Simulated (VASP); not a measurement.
# HC20 in VASP: further runs

HC20 is run at these levels: PBE+D3(BJ); tasks: single point.

Everything below comes from runs of VASP 6.6.1. Logs are shortened: lines on timing, memory, paths and dates and some standing lists are left out, and cuts for length are marked.

### 1 The cell of the first run

The cell holds a slab with vacuum, 21 atoms: a = 4.929 Å, b = 6.805 Å, c = 22.235 Å, α = 90.00°, β = 90.00°, γ = 90.00°.

### 2 Single point, PBE+D3(BJ)

INCAR reads:

```
PREC     = Accurate       # precision mode
ENCUT    = 520            # plane-wave cutoff, eV
EDIFF    = 1E-6           # SCF threshold, eV
ISMEAR   = 0              # smearing method
SIGMA    = 0.1            # smearing width, eV
LREAL    = Auto         
LASPH    = T              # aspherical terms in the spheres
NELM     = 100            # most SCF steps
ALGO     = Normal         # electronic algorithm
ISIF     = 2              # what is computed and relaxed
LWAVE    = F              # write WAVECAR
LCHARG   = F              # write CHGCAR
LDIPOL   = T            
IDIPOL   = 3            
DIPOL    = 0.5 0.5 0.303
GGA      = PE             # functional
IVDW     = 12             # dispersion correction
NBANDS   = 56             # bands
```

KPOINTS reads:

```
Automatic mesh
0
Gamma
  6 4 1
```

POSCAR reads:

```
HC20
1.0
    4.9292027291      0.0000000000      0.0000000000
    0.0000000000      6.8054113579      0.0000000000
    0.0000000000      0.0000000000     22.2346643469
C H
20 1
Direct
    0.3122885183      0.2500141188      0.1798992752
    0.8122885183      0.2500141188      0.1798992752
    0.0622635010      0.2500141188      0.2119095571
    0.5622635010      0.2500141188      0.2119095571
    0.1871989222      0.7499858812      0.2279080302
    0.6871989222      0.7499858812      0.2279080302
    0.4371739048      0.7499858812      0.2599183120
    0.9371739048      0.7499858812      0.2599183120
    0.0621093260      0.2500141188      0.2759167852
    0.5621093260      0.2500141188      0.2759167852
    0.3120409925      0.2500133946      0.3071026518
    0.8120409925      0.2500133946      0.3071026518
    0.4371093881      0.7499905632      0.3309339292
    0.9371093881      0.7499905632      0.3309339292
    0.1866551682      0.7499900467      0.3565506911
    0.6866551682      0.7499900467      0.3565506911
    0.3119519864      0.2500147752      0.3740490919
    0.8119519864      0.2500147752      0.3740490919
    0.0621664184      0.2500173699      0.4018349100
    0.5621664184      0.2500173699      0.4018349100
    0.1454997517      0.5833507033      0.5142719570
```

Potentials or basis: VASP PAW PBE potentials, release 64 (C, H).

Run with:

```console
> cat potpaw_PBE.64/C/POTCAR potpaw_PBE.64/H/POTCAR > POTCAR
> mpirun -np 1 vasp_std > vasp.out
```

OUTCAR:

```text
PREC = Accurate
   ENCUT = 520
   EDIFF = 1E-6
   ISMEAR = 0
   LREAL = Auto
   LASPH = T
   NELM = 100
   ISIF = 2
   GGA = PE
   IVDW = 12
 IVDW          = 12

 ion  position               nearest neighbor table
   1  0.312  0.250  0.180-   4 1.42   3 1.42
   2  0.812  0.250  0.180-   3 1.42   4 1.42
   3  0.062  0.250  0.212-   2 1.42   9 1.42   1 1.42
   4  0.562  0.250  0.212-   1 1.42  10 1.42   2 1.42
   5  0.187  0.750  0.228-   7 1.42   8 1.42
   6  0.687  0.750  0.228-   8 1.42   7 1.42
   7  0.437  0.750  0.260-   5 1.42   6 1.42  13 1.58
   8  0.937  0.750  0.260-   6 1.42   5 1.42  14 1.58
   9  0.062  0.250  0.276-  11 1.41  12 1.41   3 1.42
  10  0.562  0.250  0.276-  12 1.41  11 1.41   4 1.42
  11  0.312  0.250  0.307-   9 1.41  10 1.41  17 1.49
  12  0.812  0.250  0.307-  10 1.41   9 1.41  18 1.49
  13  0.437  0.750  0.331-  16 1.36  15 1.36   7 1.58
  14  0.937  0.750  0.331-  15 1.36  16 1.36   8 1.58
  15  0.187  0.750  0.357-  14 1.36  13 1.36
  16  0.687  0.750  0.357-  13 1.36  14 1.36
  17  0.312  0.250  0.374-  19 1.38  20 1.38  11 1.49
  18  0.812  0.250  0.374-  20 1.38  19 1.38  12 1.49
  19  0.062  0.250  0.402-  17 1.38  18 1.38
  20  0.562  0.250  0.402-  18 1.38  17 1.38
  21  0.145  0.583  0.514-

  LATTYP: Found a simple orthorhombic cell.
 ALAT       =     4.9292027291
 B/A-ratio  =     1.3806312566
 C/A-ratio  =     4.5108033832

  Lattice vectors:

 A1 = (   4.9292027291,   0.0000000000,   0.0000000000)
 A2 = (   0.0000000000,   6.8054113579,   0.0000000000)
 A3 = (   0.0000000000,   0.0000000000,  22.2346643469)

Analysis of symmetry for initial positions (statically):
=====================================================================
 Subroutine PRICEL returns:
 Original cell was already a primitive cell.

 Routine SETGRP: Setting up the symmetry group for a
 simple orthorhombic supercell.

 Subroutine GETGRP returns: Found  1 space group operations
 (whereof  1 operations were pure point group operations)
 out of a pool of  8 trial point group operations.

The static configuration has the point symmetry C_1 .

Analysis of symmetry for dynamics (positions and initial velocities):
=====================================================================
 Subroutine PRICEL returns:
 Original cell was already a primitive cell.

 Routine SETGRP: Setting up the symmetry group for a
 simple orthorhombic supercell.

 Subroutine GETGRP returns: Found  1 space group operations
 (whereof  1 operations were pure point group operations)
 out of a pool of  8 trial point group operations.

The dynamic configuration has the point symmetry C_1 .

 Subroutine INISYM returns: Found  1 space group operations
 (whereof  1 operations are pure point group operations),
 and found     1 'primitive' translations

----------------------------------------------------------------------------------------

                                     Primitive cell

  volume of cell :     745.8674

  direct lattice vectors                    reciprocal lattice vectors
     4.929202729  0.000000000  0.000000000     0.202872565  0.000000000  0.000000000
     0.000000000  6.805411358  0.000000000     0.000000000  0.146941889  0.000000000
     0.000000000  0.000000000 22.234664347     0.000000000  0.000000000  0.044974819

  length of vectors
     4.929202729  6.805411358 22.234664347     0.202872565  0.146941889  0.044974819

  position of ions in fractional coordinates (direct lattice)
     0.312288518  0.250014119  0.179899275
     0.812288518  0.250014119  0.179899275
     0.062263501  0.250014119  0.211909557
     0.562263501  0.250014119  0.211909557
     0.187198922  0.749985881  0.227908030
     0.687198922  0.749985881  0.227908030
[... 13 lines left out ...]
     0.562166418  0.250017370  0.401834910
     0.145499752  0.583350703  0.514271957

  ion indices of the primitive-cell ions
   primitive index   ion index
                 1           1
                 2           2
                 3           3
                 4           4
                 5           5
                 6           6
[... 13 lines left out ...]
                20          20
                21          21

----------------------------------------------------------------------------------------

 KPOINTS: Automatic mesh

Automatic generation of k-mesh.
 Grid dimensions read from file:
 generate k-points for:    6    4    1

 Generating k-lattice:

  Cartesian coordinates                     Fractional coordinates (reciprocal lattice)
     0.033812094  0.000000000  0.000000000     0.166666667  0.000000000  0.000000000
     0.000000000  0.036735472  0.000000000     0.000000000  0.250000000  0.000000000
     0.000000000  0.000000000  0.044974819     0.000000000  0.000000000  1.000000000

  Length of vectors
     0.033812094  0.036735472  0.044974819

  Shift w.r.t. Gamma in fractional coordinates (k-lattice)
     0.000000000  0.000000000  0.000000000

 Subroutine IBZKPT returns following result:
 ===========================================

 Found     14 irreducible k-points:

 Following reciprocal coordinates:
            Coordinates               Weight
  0.000000  0.000000  0.000000      1.000000
  0.166667  0.000000  0.000000      2.000000
  0.333333  0.000000  0.000000      2.000000
  0.500000  0.000000  0.000000      1.000000
  0.000000  0.250000  0.000000      2.000000
  0.166667  0.250000  0.000000      2.000000
  0.166667 -0.250000  0.000000      2.000000
  0.333333  0.250000  0.000000      2.000000
  0.333333 -0.250000  0.000000      2.000000
  0.500000  0.250000  0.000000      2.000000
  0.000000  0.500000  0.000000      1.000000
  0.166667  0.500000  0.000000      2.000000
  0.333333  0.500000  0.000000      2.000000
  0.500000  0.500000  0.000000      1.000000
   k-points           NKPTS =     14   k-points in BZ     NKDIM =     14   number of bands    NBANDS=     56
   number of dos      NEDOS =    301   number of ions     NIONS =     21
   total plane-waves  NPLWV = 362880
   dimension x,y,z NGX =    40 NGY =   54 NGZ =  168
   dimension x,y,z NGXF=    80 NGYF=  108 NGZF=  336
   ions per type =              20   1
   NGX,Y,Z   is equivalent  to a cutoff of  13.49, 13.19, 12.56 a.u.
   NGXF,Y,Z  is equivalent  to a cutoff of  26.98, 26.38, 25.12 a.u.
 SYSTEM =  unknown system
   PREC   = accura    normal or accurate (medium, high low for compatibility)
   ISTART =      0    job   : 0-new  1-cont  2-samecut
   ICHARG =      2    charge: 1-file 2-atom 10-const
   ISPIN  =      1    spin polarized calculation?
   LNONCOLLINEAR =      F non collinear calculations
   LSORBIT =      F    spin-orbit coupling
   LASPH  =      T    aspherical Exc in radial PAW
   ENCUT  =  520.0 eV  38.22 Ry    6.18 a.u.   9.17 12.65 41.34*2*pi/ulx,y,z
   NELM   =    100;   NELMIN=  2; NELMDL= -5     # of ELM steps
   EDIFF  = 0.1E-05   stopping-criterion for ELM
   LREAL  =      T    real-space projection
   EDIFFG = 0.1E-04   stopping-criterion for IOM
   NSW    =      0    number of steps for IOM
   IBRION =     -1    ionic relax: 0-MD 1-quasi-New 2-CG
   NFREE  =      0    steps in history (QN), initial steepest desc. (CG)
   ISIF   =      2    stress and relaxation
   ISYM   =      2    0-nonsym 1-usesym 2-fastsym
   POTIM  = 0.5000    time-step for ionic-motion
   TEBEG  =    0.0;   TEEND  =   0.0 temperature during run
   PSTRESS=    0.0 pullay stress
   NELECT =      81.0000    total number of electrons
   NUPDOWN=      -1.0000    fix difference up-down
   EMIN   =  10.00;   EMAX   =-10.00  energy-range for DOS
   EFERMI =   0.00;   METHOD = LEGACY
   ISMEAR =     0;   SIGMA  =   0.10  broadening in eV -4-tet -1-fermi 0-gaus
   EFERMI_NEDOS =   21; number of points for ismear=-14 and -15
   IALGO  =     38    algorithm
   IMIX   =      4    mixing-type and parameters
     AMIX     =   0.40;   BMIX     =  1.00
     AMIX_MAG =   1.60;   BMIX_MAG =  1.00
  volume/ion in A,a.u.               =      35.52       239.68
  Fermi-wavevector in a.u.,A,eV,Ry     =   0.781057  1.475983  8.300231  0.610050
  Thomas-Fermi vector in A             =   1.884496
   LORBIT       =      0    0 simple, 1 ext, 2 COOP (PROOUT), +10 PAW based schemes
   GGA     = PE    functional components
   LHFCALC =     F    Hartree Fock is set to
   AEXX    =    0.0000 exact exchange contribution
   IVDW    =    12    specifies the selected vdW correction
   LEPSILON=     F    determine dielectric tensor
   LRPA    =     F    only Hartree local field effects (RPA)
 non-spin polarized calculation
 Gauss-broadening in eV      SIGMA  =   0.10
  energy-cutoff  :      520.00
  volume of cell :      745.87
 maximum number of plane-waves:     20120
 NGX is ok and might be reduce to    40
   NGX = 19   NGY = 25   NGZ = 83

 dipolmoment           0.000000      0.000000      0.422063 electrons x Angstroem

 number of electron      81.0000009 magnetization

 dipolmoment           0.000000      0.000000     -0.044061 electrons x Angstroem

 Free energy of the ion-electron system (eV)
  ---------------------------------------------------
  ext. energy  EPLUGINS =         0.00000000
  ---------------------------------------------------
  free energy    TOTEN  =      -160.53515567 eV

  energy without entropy =     -160.42538631  energy(sigma->0) =     -160.48027099

 E-fermi :  -4.0127     XC(G=0):  -3.4766

 val. band max:       -4.0186631360   @ k =   0.1667  -0.2500   0.0000
 cond. band min:      -4.0107565896   @ k =   0.1667   0.2500   0.0000
 fundamental gap:      0.0079065463
 Fermi energy:        -4.0126873934

 k-point     1 :       0.0000    0.0000    0.0000
  band No.  band energies     occupation
      1     -22.6830      2.00000
      2     -21.6848      2.00000
      3     -20.9802      2.00000
      4     -19.0824      2.00000
      5     -18.6262      2.00000
      6     -18.5085      2.00000
[... 44 lines left out ...]
     51      -0.0086      0.00000
     52       1.2891      0.00000
[... 713 lines left out ...]
     51       1.6830      0.00000
     52       2.7942      0.00000
 [bands above 52 left out]

------------------------ aborting loop because EDIFF is reached ----------------------------------------

 vacuum level on the upper side and lower side of the slab       (xc-potential included)        -0.206         0.018

 Edisp (eV)   -2.17194

 E8    (eV) :    -0.6485

  FORCE on cell =-STRESS in cart. coord.  units (eV):
  Direction    XX          YY          ZZ          XY          YZ          ZX
  --------------------------------------------------------------------------------------
  -------------------------------------------------------------------------------------
  Total      -1.00260    -1.07974    -4.26316    -0.09276    -0.54227    -0.09868
  in kB      -2.15365    -2.31936    -9.15759    -0.19926    -1.16484    -0.21197
  external pressure =       -4.54 kB  Pullay stress =        0.00 kB

 VOLUME and BASIS-vectors are now :
 -----------------------------------------------------------------------------
  energy-cutoff  :      520.00
  volume of cell :      745.87
      direct lattice vectors                 reciprocal lattice vectors
     4.929202729  0.000000000  0.000000000     0.202872565  0.000000000  0.000000000
     0.000000000  6.805411358  0.000000000     0.000000000  0.146941889  0.000000000
     0.000000000  0.000000000 22.234664347     0.000000000  0.000000000  0.044974819

 POSITION                                       TOTAL-FORCE (eV/Angst)
 -----------------------------------------------------------------------------------
      1.53933      1.70145      4.00000        -0.009499      0.003200      1.941353
      4.00393      1.70145      4.00000        -0.085209      0.004430      1.919895
      0.30691      1.70145      4.71174         0.047488     -0.000047     -3.511743
      2.77151      1.70145      4.71174         0.037291     -0.009968     -3.329324
      0.92274      5.10396      5.06746         0.061470      0.013175      3.216796
      3.38734      5.10396      5.06746         0.063208     -0.004330      3.164512
[... 13 lines left out ...]
      2.77103      1.70147      8.93466        -0.034802      0.049762      0.014500
      0.71720      3.96994     11.43466        -0.028840     -0.295973     -0.407785
 -----------------------------------------------------------------------------------
    total drift:                               -0.020706     -0.000005      0.008203

  FREE ENERGIE OF THE ION-ELECTRON SYSTEM (eV)
  ---------------------------------------------------
  free  energy   TOTEN  =      -162.7070922537 eV

  energy  without entropy=     -162.5973228915  energy(sigma->0) =     -162.65220757

 vacuum level on the upper side and lower side of the slab         2.401         2.637
```

It took 24 min on 1 thread of Intel Xeon Platinum 8488C (Sapphire Rapids), shared host; peak memory 0.89 GiB.

What came out:

```yaml
Free_energy: -162.7071 eV
Largest_force: 3.512 eV/Å
Band_gap_on_the_k_mesh: zero (an odd number of electrons rules out a gap without spin polarisation)
Dispersion_energy_per_atom: -0.103 eV
```

Forces on the atoms (eV/Å):
```
C   -0.009  0.003  1.941
C   -0.085  0.004  1.920
C    0.047  0.000 -3.512
C    0.037 -0.010 -3.329
C    0.061  0.013  3.217
C    0.063 -0.004  3.165
C   -0.022 -0.002 -3.178
C   -0.103 -0.001 -3.163
C    0.011  0.007  1.440
C   -0.008 -0.012  1.376
C    0.026 -0.064  0.151
C   -0.020 -0.032  0.114
C    0.033 -0.003  0.028
C   -0.030 -0.001  0.017
C   -0.009 -0.037  0.125
C   -0.001  0.013 -0.061
C    0.075  0.016 -0.163
C   -0.066  0.038 -0.096
C    0.062  0.318  0.403
C   -0.035  0.050  0.015
H   -0.029 -0.296 -0.408
```

Levels at points of the mesh, in eV from the Fermi level:
```tsv
k point	band 39	band 40	band 41	band 42	band 43	band 44
(0.00, 0.00, 0.00)	-0.30	-0.03	0.18	0.22	0.63	0.74
(0.50, 0.00, 0.00)	-0.24	-0.06	-0.01	0.06	0.28	0.60
(0.00, 0.50, 0.00)	-0.30	-0.03	0.13	0.26	0.65	0.73
(0.50, 0.50, 0.00)	-0.20	-0.05	-0.02	0.06	0.25	0.64
```

[end of part 1 of 3]
